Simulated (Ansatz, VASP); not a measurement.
Two plane-wave programs on SrCl2

```
Sr Cl
1.0
     3.48550   -3.48550    0.00000
     3.48550    0.00000   -3.48550
     6.97100    6.97100    6.97100
Sr Cl
3 6
Cartesian
  6.9710 0.0000 0.0000
  0.0000 0.0000 0.0000
  6.9710 3.4855 3.4855
  8.7138 1.7427 1.7427
  5.2283 -1.7428 1.7428
  8.7137 5.2283 5.2283
  5.2283 -1.7428 -1.7428
  12.1992 1.7428 1.7428
  5.2283 1.7428 1.7428
```

Alike in both runs: task single point; functional LDA; k mesh 5 × 5 × 2; occupations gaussian, width 0.05 eV; no spin polarisation.

```csv
,VASP,Ansatz
version,VASP 6.6.1,Ansatz 0.2.0
potentials or method,"VASP PAW LDA potentials, release 64 (Sr_sv, Cl), cutoff 520 eV","scalar-relativistic, plane waves, PAW"
valence electrons in the cell,72,72
```

|  | VASP | Ansatz | Ansatz less VASP |
| --- | --- | --- | --- |
| gap on the k mesh at the Fermi level (eV) | 4.97 | 4.96 | -0.007 |
| least direct gap on the mesh (eV) | 5.24 | 5.24 | -0.009 |
| pressure (GPa) | -2.7 | -2.8 | -0.12 |

LDA's correlation is that of Perdew and Zunger in VASP and of Perdew and Wang (1992) in Ansatz.
